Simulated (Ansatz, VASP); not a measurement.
## One calculation of In3GaAs4, two programs

```xyz
8
Lattice="5.8893 0.0000 0.0000 0.0000 5.8893 0.0000 0.0000 0.0000 5.8893" Properties=species:S:1:pos:R:3 pbc="T T T"
In    2.9446    0.0000    0.0000
In    0.0000    0.0000    2.9446
In    0.0000    2.9446    0.0000
Ga    2.9446    2.9446    2.9446
As    1.5357    4.3536    1.5357
As    1.5357    1.5357    4.3536
As    4.3536    4.3536    4.3536
As    4.3536    1.5357    1.5357
```

Alike in both runs: functional PBE; k mesh 6 × 6 × 6; occupations gaussian, width 0.1 eV; no spin polarisation.

Ansatz relaxed the structure, and its values are those at the end. VASP's run is a single point on that final structure, the one shown.

|  | VASP | Ansatz |
| --- | --- | --- |
| version | VASP 6.6.1 | Ansatz 0.2.0 |
| potentials or method | VASP PAW PBE potentials, release 64 (In_d, Ga_d, As), cutoff 520 eV | scalar-relativistic, plane waves, PAW |
| valence electrons in the cell | 72 | 112 |

```csv
,VASP,Ansatz,Ansatz less VASP
gap on the k mesh at the Fermi level (eV),0.09,0.08,-0.003
least direct gap on the mesh (eV),0.09,0.08,-0.003
pressure (GPa),6.1,6.0,-0.11
rms of the force components (eV/Å),0.006,0.003,-0.0030
```

VASP's potentials hold 72 valence electrons a cell and Ansatz's 112, so a difference there can come from the potentials and not from the codes. Ansatz's warnings: stress scf threshold loose.
